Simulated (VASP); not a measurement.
Runs of VASP 6.6.1 on Si. The structure is that of space group P6_3/mmc (No. 194), or close to it. The cells are those of the table. 

```csv
task,cell,cutoff (eV),gap on the mesh (eV),pressure (GPa)
single point,"a = 2.692, b = 2.692, c = 4.444 Å, angles 90.0, 90.0, 120.0°, 2 atoms",520,none,0.1
relaxation of cell and atoms,"relaxed to 20 GPa from a = 2.790, b = 2.790, c = 4.556 Å, angles 90.0, 90.0, 120.0°, 2 atoms",600,none,20.0
relaxation of cell and atoms,"relaxed to 10 GPa from a = 2.790, b = 2.790, c = 4.556 Å, angles 90.0, 90.0, 120.0°, 2 atoms",600,none,9.9
relaxation of cell and atoms,"relaxed from a = 2.790, b = 2.790, c = 4.556 Å, angles 90.0, 90.0, 120.0°, 2 atoms",600,none,0.0
single point,"a = 2.646, b = 2.646, c = 4.386 Å, angles 90.0, 90.0, 120.0°, 2 atoms",520,none,(a)
```

Alike in all rows: level PBEsol; potentials or basis VASP PAW PBE potentials, release 64 (Si); no spin polarisation; k mesh 11 × 11 × 6; smearing fermi-dirac 0.05 eV.

Estimate the missing entries.

(a) 5.2.

Caveats: the PAW data sets were made with another functional, which shifts forces and pressure a little; the cell is relaxed towards a set pressure, so the enthalpy falls and the energy may rise (some runs).

A gap of «none» marks levels without a gap at the run's occupations.
